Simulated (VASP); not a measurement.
# Re (P6_3/mmc) in VASP: single point with LDA

Aim: the single point of Re with LDA.

Everything below comes from runs of VASP 6.6.1. Logs are shortened: lines on timing, memory, paths and dates and some standing lists are left out, and cuts for length are marked.

### Step 1. The cell of the first run

It takes space group P6_3/mmc (No. 194, hexagonal). Conventional cell: a = 2.738 Å, b = 2.738 Å, c = 4.417 Å, α = 90.00°, β = 90.00°, γ = 120.00°. Re (site symmetry -6m2) has 12 Re at 2.72 to 2.74 Å within 3.6 Å.

### Step 2. Single point, LDA

Input file INCAR:

```
SYSTEM = Re
  ALGO = Normal
  EDIFF = 1E-6
  ENCUT = 560
  GGA_COMPAT = .False.
  ISIF = 2
  ISMEAR = 0
  LASPH = .True.
  LCHARG = .True.
  LELF = .True.
  LREAL = .False.
  LVHAR = .True.
  LWAVE = .False.
  NBANDS = 22
  NELM = 120
  PREC = Accurate
  SIGMA = 0.1
```

Input file KPOINTS:

```
k-points
0
Gamma
  18 18 10
  0 0 0
```

Input file POSCAR:

```
Re
1.0
    2.7375495692      0.0000000000      0.0000000000
   -1.3687747846      2.3707874711      0.0000000000
    0.0000000000      0.0000000000      4.4168137623
Re
2
Direct
    0.3333333333      0.6666666667      0.2500000000
    0.6666666667      0.3333333333      0.7500000000
```

Potentials or basis: VASP PAW LDA potentials, release 64 (Re_sv_GW).

Started as:

```console
$ cat potpaw_LDA.64/Re_sv_GW/POTCAR > POTCAR
$ mpirun -np 1 vasp_std > vasp.out
```

OUTCAR:

```text
SYSTEM = Re
   EDIFF = 1E-6
   ENCUT = 560
   ISIF = 2
   ISMEAR = 0
   LASPH = .True.
   LREAL = .False.
   NELM = 120
   PREC = Accurate

 ion  position               nearest neighbor table
   1  0.333  0.667  0.250-   2 2.72   2 2.72   2 2.72   2 2.72   2 2.72   2 2.72
   2  0.667  0.333  0.750-   1 2.72   1 2.72   1 2.72   1 2.72   1 2.72   1 2.72

  LATTYP: Found a hexagonal cell.
 ALAT       =     2.7375495692
 C/A-ratio  =     1.6134187348

  Lattice vectors:

 A1 = (   2.7375495692,   0.0000000000,   0.0000000000)
 A2 = (  -1.3687747846,   2.3707874711,   0.0000000000)
 A3 = (   0.0000000000,   0.0000000000,   4.4168137623)

Analysis of symmetry for initial positions (statically):
=====================================================================
 Subroutine PRICEL returns:
 Original cell was already a primitive cell.

 Routine SETGRP: Setting up the symmetry group for a
 hexagonal supercell.

 Subroutine GETGRP returns: Found 24 space group operations
 (whereof 12 operations were pure point group operations)
 out of a pool of 24 trial point group operations.

The static configuration has the point symmetry D_3d.
 The point group associated with its full space group is D_6h.

Analysis of symmetry for dynamics (positions and initial velocities):
=====================================================================
 Subroutine PRICEL returns:
 Original cell was already a primitive cell.

 Routine SETGRP: Setting up the symmetry group for a
 hexagonal supercell.

 Subroutine GETGRP returns: Found 24 space group operations
 (whereof 12 operations were pure point group operations)
 out of a pool of 24 trial point group operations.

The dynamic configuration has the point symmetry D_3d.
 The point group associated with its full space group is D_6h.

 Subroutine INISYM returns: Found 24 space group operations
 (whereof 12 operations are pure point group operations),
 and found     1 'primitive' translations

----------------------------------------------------------------------------------------

                                     Primitive cell

  volume of cell :      28.6658

  direct lattice vectors                    reciprocal lattice vectors
     2.737549569  0.000000000  0.000000000     0.365290189  0.210900389  0.000000000
    -1.368774785  2.370787471  0.000000000     0.000000000  0.421800778  0.000000000
     0.000000000  0.000000000  4.416813762     0.000000000  0.000000000  0.226407554

  length of vectors
     2.737549569  2.737549569  4.416813762     0.421800778  0.421800778  0.226407554

  position of ions in fractional coordinates (direct lattice)
     0.333333333  0.666666667  0.250000000
     0.666666667  0.333333333  0.750000000

  ion indices of the primitive-cell ions
   primitive index   ion index
                 1           1
                 2           2

----------------------------------------------------------------------------------------

 KPOINTS: k-points

Automatic generation of k-mesh.
 Grid dimensions read from file:
 generate k-points for:   18   18   10

 Generating k-lattice:

  Cartesian coordinates                     Fractional coordinates (reciprocal lattice)
     0.020293899  0.011716688  0.000000000     0.055555556  0.000000000  0.000000000
     0.000000000  0.023433377  0.000000000     0.000000000  0.055555556  0.000000000
     0.000000000  0.000000000  0.022640755     0.000000000  0.000000000  0.100000000

  Length of vectors
     0.023433377  0.023433377  0.022640755

  Shift w.r.t. Gamma in fractional coordinates (k-lattice)
     0.000000000  0.000000000  0.000000000

 Subroutine IBZKPT returns following result:
 ===========================================

 Found    222 irreducible k-points:

 Following reciprocal coordinates:
            Coordinates               Weight
  0.000000  0.000000  0.000000      1.000000
  0.055556 -0.000000  0.000000      6.000000
  0.111111 -0.000000  0.000000      6.000000
  0.166667 -0.000000  0.000000      6.000000
  0.222222 -0.000000  0.000000      6.000000
  0.277778  0.000000  0.000000      6.000000
[... 16 lines left out ...]
  0.333333  0.111111  0.000000     12.000000
  0.388889  0.111111  0.000000     12.000000
 [... further k-points ...]
   k-points           NKPTS =    222   k-points in BZ     NKDIM =    222   number of bands    NBANDS=     22
   number of dos      NEDOS =    301   number of ions     NIONS =      2
   total plane-waves  NPLWV =  20736
   dimension x,y,z NGX =    24 NGY =   24 NGZ =   36
   dimension x,y,z NGXF=    48 NGYF=   48 NGZF=   72
   ions per type =               2
   NGX,Y,Z   is equivalent  to a cutoff of  14.57, 14.57, 13.55 a.u.
   NGXF,Y,Z  is equivalent  to a cutoff of  29.15, 29.15, 27.10 a.u.
 SYSTEM =  Re
   PREC   = accura    normal or accurate (medium, high low for compatibility)
   ISTART =      0    job   : 0-new  1-cont  2-samecut
   ICHARG =      2    charge: 1-file 2-atom 10-const
   ISPIN  =      1    spin polarized calculation?
   LNONCOLLINEAR =      F non collinear calculations
   LSORBIT =      F    spin-orbit coupling
   LASPH  =      T    aspherical Exc in radial PAW
   ENCUT  =  560.0 eV  41.16 Ry    6.42 a.u.   5.28  5.28  8.52*2*pi/ulx,y,z
   NELM   =    120;   NELMIN=  2; NELMDL= -5     # of ELM steps
   EDIFF  = 0.1E-05   stopping-criterion for ELM
   LREAL  =      F    real-space projection
   EDIFFG = 0.1E-04   stopping-criterion for IOM
   NSW    =      0    number of steps for IOM
   IBRION =     -1    ionic relax: 0-MD 1-quasi-New 2-CG
   NFREE  =      0    steps in history (QN), initial steepest desc. (CG)
   ISIF   =      2    stress and relaxation
   ISYM   =      2    0-nonsym 1-usesym 2-fastsym
   POTIM  = 0.5000    time-step for ionic-motion
   TEBEG  =    0.0;   TEEND  =   0.0 temperature during run
   PSTRESS=    0.0 pullay stress
   NELECT =      30.0000    total number of electrons
   NUPDOWN=      -1.0000    fix difference up-down
   EMIN   =  10.00;   EMAX   =-10.00  energy-range for DOS
   EFERMI =   0.00;   METHOD = LEGACY
   ISMEAR =     0;   SIGMA  =   0.10  broadening in eV -4-tet -1-fermi 0-gaus
   EFERMI_NEDOS =   21; number of points for ismear=-14 and -15
   IALGO  =     38    algorithm
   IMIX   =      4    mixing-type and parameters
     AMIX     =   0.40;   BMIX     =  1.00
     AMIX_MAG =   1.60;   BMIX_MAG =  1.00
  volume/ion in A,a.u.               =      14.33        96.72
  Fermi-wavevector in a.u.,A,eV,Ry     =   1.662114  3.140939 37.587745  2.762621
  Thomas-Fermi vector in A             =   2.749060
   LORBIT       =      0    0 simple, 1 ext, 2 COOP (PROOUT), +10 PAW based schemes
   GGA     = CA    functional components
   LHFCALC =     F    Hartree Fock is set to
   AEXX    =    0.0000 exact exchange contribution
   IVDW    =     0    specifies the selected vdW correction
   LEPSILON=     F    determine dielectric tensor
   LRPA    =     F    only Hartree local field effects (RPA)
 non-spin polarized calculation
 Gauss-broadening in eV      SIGMA  =   0.10
  energy-cutoff  :      560.00
  volume of cell :       28.67
 maximum number of plane-waves:       878
 NGX is ok and might be reduce to    24
   NGX = 11   NGY = 11   NGZ = 17

 number of electron      30.0000002 magnetization

 Free energy of the ion-electron system (eV)
  ---------------------------------------------------
  ext. energy  EPLUGINS =         0.00000000
  ---------------------------------------------------
  free energy    TOTEN  =       -30.76087367 eV

  energy without entropy =      -30.75280979  energy(sigma->0) =      -30.75684173

 E-fermi :  13.2309     XC(G=0): -14.5773

 val. band max:       13.2296984310   @ k =   0.1667   0.1111   0.0000
 cond. band min:      13.2450961047   @ k =   0.3333   0.1667   0.4000
 fundamental gap:      0.0153976737
 Fermi energy:        13.2308753823

 k-point     1 :       0.0000    0.0000    0.0000
  band No.  band energies     occupation
      1     -66.1937      2.00000
      2     -66.0518      2.00000
      3     -28.9762      2.00000
      4     -27.8059      2.00000
      5     -27.8059      2.00000
      6     -27.6113      2.00000
[... 14 lines left out ...]
     21      23.5623      0.00000
     22      26.7769      0.00000

 k-point     2 :       0.0556   -0.0000    0.0000
  band No.  band energies     occupation
      1     -66.1904      2.00000
      2     -66.0503      2.00000
      3     -28.9632      2.00000
      4     -27.8373      2.00000
      5     -27.8159      2.00000
      6     -27.6441      2.00000
[... 14 lines left out ...]
     21      23.5686      0.00000
     22      27.0756      0.00000

 k-point     3 :       0.1111   -0.0000    0.0000
  band No.  band energies     occupation
      1     -66.1802      2.00000
      2     -66.0456      2.00000
      3     -28.9245      2.00000
      4     -27.9261      2.00000
      5     -27.8443      2.00000
      6     -27.7361      2.00000
[... 14 lines left out ...]
     21      23.5434      0.00000
     22      27.9113      0.00000

 k-point     4 :       0.1667   -0.0000    0.0000
  band No.  band energies     occupation
      1     -66.1644      2.00000
      2     -66.0390      2.00000
      3     -28.8628      2.00000
      4     -28.0621      2.00000
      5     -27.8870      2.00000
      6     -27.8741      2.00000
[... 14 lines left out ...]
     21      23.4119      0.00000
     22      29.0406      0.00000

 k-point     5 :       0.2222   -0.0000    0.0000
  band No.  band energies     occupation
      1     -66.1445      2.00000
      2     -66.0312      2.00000
      3     -28.7818      2.00000
      4     -28.2278      2.00000
      5     -28.0381      2.00000
      6     -27.9374      2.00000
[... 417 lines left out ...]
 k-point    22 :       0.2778    0.1111    0.0000
  band No.  band energies     occupation
      1     -66.0940      2.00000
      2     -66.0167      2.00000
      3     -28.5562      2.00000
      4     -28.5489      2.00000
      5     -28.3909      2.00000
      6     -28.0662      2.00000
[... 14 lines left out ...]
     21      24.7522      0.00000
     22      25.6369      0.00000

 k-point    23 :       0.3333    0.1111    0.0000
  band No.  band energies     occupation
      1     -66.0751      2.00000
      2     -66.0144      2.00000
      3     -28.6717      2.00000
      4     -28.4795      2.00000
      5     -28.4592      2.00000
      6     -28.1244      2.00000
[... 14 lines left out ...]
     21      23.7624      0.00000
     22      25.7176      0.00000

 k-point    24 :       0.3889    0.1111    0.0000
  band No.  band energies     occupation
      1     -66.0613      2.00000
      2     -66.0144      2.00000
      3     -28.7511      2.00000
      4     -28.5373      2.00000
      5     -28.3811      2.00000
      6     -28.1619      2.00000
[... 14 lines left out ...]
     21      23.6281      0.00000
     22      24.5747      0.00000

 [... further k-points ...]
[... 5 lines left out ...]
  --------------------------------------------------------------------------------------
  -------------------------------------------------------------------------------------
  Total       -0.0126166     -0.0126166     -0.0283633     -0.0000000      0.0000000      0.0000000
  in kB       -0.7051635     -0.7051635     -1.5852719     -0.0000000      0.0000000      0.0000000
  external PRESSURE =      -0.9985330 kB  Pullay stress =       0.0000000 kB

 VOLUME and BASIS-vectors are now :
 -----------------------------------------------------------------------------
  energy-cutoff  :      560.00
  volume of cell :       28.67
      direct lattice vectors                 reciprocal lattice vectors
     2.737549569  0.000000000  0.000000000     0.365290189  0.210900389  0.000000000
    -1.368774785  2.370787471  0.000000000     0.000000000  0.421800778  0.000000000
     0.000000000  0.000000000  4.416813762     0.000000000  0.000000000  0.226407554

 POSITION                                       TOTAL-FORCE (eV/Angst)
 -----------------------------------------------------------------------------------
     -0.00000      1.58052      1.10420        -0.000000      0.000000      0.000000
      1.36877      0.79026      3.31261         0.000000     -0.000000      0.000000
 -----------------------------------------------------------------------------------
    total drift:                               -0.000000      0.000000     -0.000000

  FREE ENERGIE OF THE ION-ELECTRON SYSTEM (eV)
  ---------------------------------------------------
  free  energy   TOTEN  =       -30.7608736667 eV

  energy  without entropy=      -30.7528097894  energy(sigma->0) =      -30.75684173
```

Run time: 62 s. Hardware: 1 thread of Intel Xeon Platinum 8375C at 2.90GHz (Ice Lake), shared host; peak memory 0.25 GiB.

Results:

| Quantity | Value |
| --- | --- |
| Free energy | -30.7609 eV |
| Pressure | -0.1 GPa |
| Band gap on the k mesh | zero (bands 15 and 16 overlap by 3.46 eV) |

Levels at points of the mesh, in eV from the Fermi level:
```csv
k point,band 12,band 13,band 14,band 15,band 16,band 17,band 18,band 19
"(0.00, 0.00, 0.00)",-1.66,-1.64,-0.79,-0.79,0.16,0.16,0.83,3.47
"(0.50, 0.00, 0.00)",-2.04,-1.64,-1.38,-0.59,4.13,4.57,4.69,6.34
"(0.00, 0.00, 0.50)",-2.42,-1.79,-1.79,-1.79,-1.79,2.64,2.64,2.64
"(0.50, 0.00, 0.50)",-4.24,0.38,0.38,1.07,1.07,4.46,4.46,5.00
```

Caveat: spin-orbit coupling is left out, which moves the levels of the heavy elements.
